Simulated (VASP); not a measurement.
Write the native input for VASP 6.6.1 that does the following.

```yaml
Task: single point
Functional: r2SCAN
Potentials_or_basis: VASP PAW PBE potentials, release 64 (Mo_sv, S)
Cutoff: 520 eV
k_mesh: 7 × 7 × 3
Occupations: fermi-dirac, width 0.05 eV
Spin: no spin polarisation
Dipole_correction: no
Further_INCAR_settings: ALGO = Normal; EDIFF = 1e-06; NBANDS = 20
```

MoS2:

```xyz
3
Lattice="3.2275 0.0000 0.0000 -1.6137 2.7951 0.0000 0.0000 0.0000 6.3125" Properties=species:S:1:pos:R:3 pbc="T T T"
Mo    0.0000    0.0000    3.1562
S     0.0000    1.8634    1.6117
S     1.6137    0.9317    4.7008
```

One way to write it, as run:

POSCAR

```
MoS2
1.0
    3.2274645600      0.0000000000      0.0000000000
   -1.6137322800      2.7950663000      0.0000000000
    0.0000000000      0.0000000000      6.3124734200
Mo S
1 2
Direct
    0.0000000000      0.0000000000      0.5000000000
    0.3333333333      0.6666666667      0.2553193200
    0.6666666667      0.3333333333      0.7446806800
```

INCAR.step1

```
ALGO     = Normal         # electronic algorithm
EDIFF    = 1E-4           # SCF threshold, eV
ENCUT    = 520            # plane-wave cutoff, eV
GGA      = PE             # functional
ISMEAR   = -1             # smearing method
LASPH    = True           # aspherical terms in the spheres
LCHARG   = False          # write CHGCAR
LREAL    = False          # projectors in reciprocal space
LWAVE    = True           # write WAVECAR
NBANDS   = 20             # bands
NELM     = 80             # most SCF steps
PREC     = Accurate       # precision mode
SIGMA    = 0.05           # smearing width, eV
```

INCAR.step2

```
ALGO     = Normal         # electronic algorithm
EDIFF    = 1E-6           # SCF threshold, eV
ENCUT    = 520            # plane-wave cutoff, eV
ISIF     = 2              # what is computed and relaxed
ISMEAR   = -1             # smearing method
ISTART   = 1            
LASPH    = True           # aspherical terms in the spheres
LCHARG   = False          # write CHGCAR
LMIXTAU  = True         
LREAL    = False          # projectors in reciprocal space
LWAVE    = False          # write WAVECAR
METAGGA  = R2SCAN         # meta-GGA
NBANDS   = 20             # bands
NELM     = 80             # most SCF steps
PREC     = Accurate       # precision mode
SIGMA    = 0.05           # smearing width, eV
```

KPOINTS

```
k-points
0
Gamma
  7 7 3
```

Potentials or basis: VASP PAW PBE potentials, release 64 (Mo_sv, S).

Launch:

```sh
$ cat potpaw_PBE.64/Mo_sv/POTCAR potpaw_PBE.64/S/POTCAR > POTCAR
$ cp INCAR.step1 INCAR
$ mpirun -np 1 vasp_std > vasp.out
$ cp INCAR.step2 INCAR
$ mpirun -np 1 vasp_std > vasp.out
```

It gave:

```yaml
Pressure: 0.2 GPa
Largest_force: 0.071 eV/Å
Band_gap_on_the_k_mesh: zero (band 13 reaches 7.15 eV, above the bottom of band 14 at 6.37 eV)
```

Caveat: the PAW data sets were made with another functional, which shifts forces and pressure a little.

Run time: 110 s on 1 thread of AMD EPYC 7R13 Processor (Zen 3), with other jobs on the host, peak memory 0.15 GiB.
